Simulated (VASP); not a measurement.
# Be16H (a cell with a defect): relaxation of the atoms with PBE

System: Be16H (a cell with a defect).

```
Be H
1.0
    -2.29000   -3.96640    0.00000
     3.43500   -1.98320    0.00000
     0.00000    0.00000    7.17686
Be H
16 1
Direct
  0.75000 0.50000 0.00000
  0.50000 0.33333 0.25000
  0.75000 0.50000 0.50000
  0.50000 0.33333 0.75000
  0.50000 0.00000 0.00000
  0.25000 0.83333 0.25000
  0.50000 0.00000 0.50000
  0.25000 0.83333 0.75000
  0.25000 0.50000 0.00000
  0.00000 0.33333 0.25000
  0.25000 0.50000 0.50000
  0.00000 0.33333 0.75000
  0.00000 0.00000 0.00000
  0.75000 0.83333 0.25000
  0.00000 0.00000 0.50000
  0.75000 0.83333 0.75000
  0.24827 0.17162 0.37426
```

```
Program                : VASP 6.6.1
Task                   : relaxation of the atoms
Functional             : PBE
Potentials or basis    : VASP PAW PBE potentials, release 64 (Be, H)
Cutoff                 : 520 eV
k mesh                 : 4 × 4 × 3
Occupations            : fermi-dirac, width 0.05 eV
Spin                   : no spin polarisation
Dipole correction      : no
Further INCAR settings : LREAL = Auto; ALGO = Normal; EDIFF = 1e-07; IBRION = 2; EDIFFG = -0.08; NSW = 45
```

The energy gained by relaxing is 5.9 meV/atom and the ionic steps are 5. The pressure after relaxing is -0.1 GPa and the largest force after relaxing is 0.040 eV/Å. The band gap on the k mesh is zero (an odd number of electrons rules out a gap without spin polarisation).

Forces in eV/Å, atoms in the order of the input:
```
Be  -0.008  0.005  0.031
Be  -0.005  0.010 -0.016
Be   0.017 -0.010 -0.006
Be  -0.013 -0.008 -0.024
Be   0.003 -0.018  0.024
Be   0.020 -0.010 -0.007
Be   0.015 -0.003  0.018
Be   0.035 -0.019 -0.005
Be  -0.031  0.019  0.003
Be  -0.012  0.000 -0.014
Be  -0.021  0.013  0.005
Be   0.002  0.016 -0.024
Be   0.017  0.008  0.024
Be  -0.018  0.010  0.003
Be   0.010 -0.011  0.017
Be   0.008 -0.004 -0.030
H   -0.018  0.003  0.002
```

Stress tensor (GPa, compression positive):
```
 0.69 -0.93  0.43
-0.93 -0.38 -0.25
 0.43 -0.25 -0.64
```

The path:
```
step  energy change (eV)  largest force (eV/Å)  pressure (GPa)
   1              0.0000                0.6482            0.13
   2             -0.0775                0.2423           -0.08
   3             -0.0921                0.1862           -0.12
   4             -0.0979                0.0868           -0.12
   5             -0.0995                0.0400           -0.11
```

Final structure:
```
CELL_PARAMETERS angstrom
-2.29000 -3.96640 0.00000
3.43500 -1.98320 0.00000
0.00000 0.00000 7.17686
ATOMIC_POSITIONS crystal
Be 0.74994 0.50397 0.99686
Be 0.50919 0.33832 0.24629
Be 0.74985 0.50374 0.50163
Be 0.50125 0.33456 0.75026
Be 0.50128 0.99885 0.99966
Be 0.25002 0.82552 0.24606
Be 0.50918 0.99492 0.50361
Be 0.24999 0.83716 0.75287
Be 0.24999 0.49657 0.99712
Be 0.99069 0.33852 0.24622
Be 0.25002 0.50919 0.50400
Be 0.99871 0.33455 0.75026
Be 0.99868 0.99887 0.99966
Be 0.74985 0.82969 0.24854
Be 0.99074 0.99474 0.50367
Be 0.74996 0.82944 0.75308
H 0.24892 0.16969 0.37445
```

Levels at points of the mesh, in eV from the Fermi level:
```csv
k point,band 14,band 15,band 16,band 17,band 18,band 19
"(0.00, 0.00, 0.00)",-3.82,-0.18,-0.14,0.20,0.28,0.64
"(0.50, 0.00, 0.00)",-2.67,-2.55,-2.44,-0.53,0.06,0.11
"(0.00, 0.50, 0.00)",-3.83,-2.95,-2.77,0.06,0.36,0.53
"(0.50, 0.50, 0.00)",-1.09,-1.09,-1.05,0.24,0.26,0.40
```

It took 12 min on 1 thread of Intel Xeon 8259CL, with other jobs on the host, peak memory 0.26 GiB.

Caveat: the k points lie up to 0.40 Å⁻¹ apart, too coarse for converged energies and pressures of a metal; the relaxation stopped at a loose force limit of 0.08 eV/Å, so its end isn't a converged minimum.
